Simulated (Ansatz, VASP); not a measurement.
# Sc: VASP beside Ansatz

```
CELL_PARAMETERS angstrom
3.32066 0.00000 0.00000
-1.66033 2.87577 0.00000
0.00000 0.00000 5.16580
ATOMIC_POSITIONS crystal
Sc 0.33333 0.66667 0.25000
Sc 0.66667 0.33333 0.75000
```

Alike in both runs: functional PBE; k mesh 13 × 13 × 8; occupations fermi-dirac, width 0.05 eV; no spin polarisation.

Ansatz relaxed the structure, and its values are those at the end. VASP's run is a single point on that final structure, the one shown.

```csv
,VASP,Ansatz
version,VASP 6.6.1,Ansatz 0.2.0
potentials or method,"VASP PAW PBE potentials, release 64 (Sc_sv), cutoff 500 eV",plane-wave PAW DFT
valence electrons in the cell,22,22
```

```tsv
	VASP	Ansatz	Ansatz less VASP
pressure (GPa)	0.0	0.0	-0.01
```

The functional is the same, so the differences come from potentials, cutoffs and numerics.
